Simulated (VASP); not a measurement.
CuO:

```
CELL_PARAMETERS angstrom
2.89122 0.00000 0.00000
-1.44561 2.50387 0.00000
0.00000 0.00000 2.81994
ATOMIC_POSITIONS crystal
Cu 0.00000 0.00000 0.00000
O 0.66667 0.33333 0.50000
```

- Program: VASP 6.6.1
- Task: relaxation of cell and atoms
- Functional: r2SCAN
- Potentials or basis: VASP PAW PBE potentials, release 64 (Cu, O)
- Cutoff: 600 eV
- k mesh: 6 × 6 × 6
- Occupations: gaussian, width 0.1 eV
- Spin: collinear spin, ferromagnetic start
- Starting moments: [0.62, 0.53] μB

At the start: pressure -13.7 GPa; volume 10.21 Å³/atom.

Q: Where does the relaxation end?

A: Over 6 steps the energy falls by 47.3 meV/atom and the volume is 9.39 Å³/atom (-8.0 %); space group P-6m2 (No. 187, to 0.1 Å) before and after; moment 0.99 μB per cell.

Step by step:
| step | energy change (eV) | largest force (eV/Å) | pressure (GPa) | volume (Å³) |
| --- | --- | --- | --- | --- |
| 1 | 0.0000 | 0.0000 | -13.67 | 20.41 |
| 2 | -0.0678 | 0.0000 | 10.26 | 17.94 |
| 3 | -0.0928 | 0.0000 | 0.57 | 18.72 |
| 4 | -0.0928 | 0.0000 | 1.05 | 18.69 |
| 5 | -0.0945 | 0.0000 | 0.61 | 18.76 |
| 6 | -0.0946 | 0.0000 | 0.41 | 18.79 |

Final structure:
```
CELL_PARAMETERS angstrom
2.85009 0.00000 0.00000
-1.42504 2.46825 0.00000
0.00000 0.00000 2.67076
ATOMIC_POSITIONS crystal
Cu 0.00000 0.00000 0.00000
O 0.66667 0.33333 0.50000
```

Caveat: the k points lie up to 0.42 Å⁻¹ apart in the final cell, too coarse for converged energies and pressures of a metal; the PAW data sets were made with another functional, which shifts forces and pressure a little; a cell with one magnetic atom can't hold antiferromagnetic order, which such compounds often take.
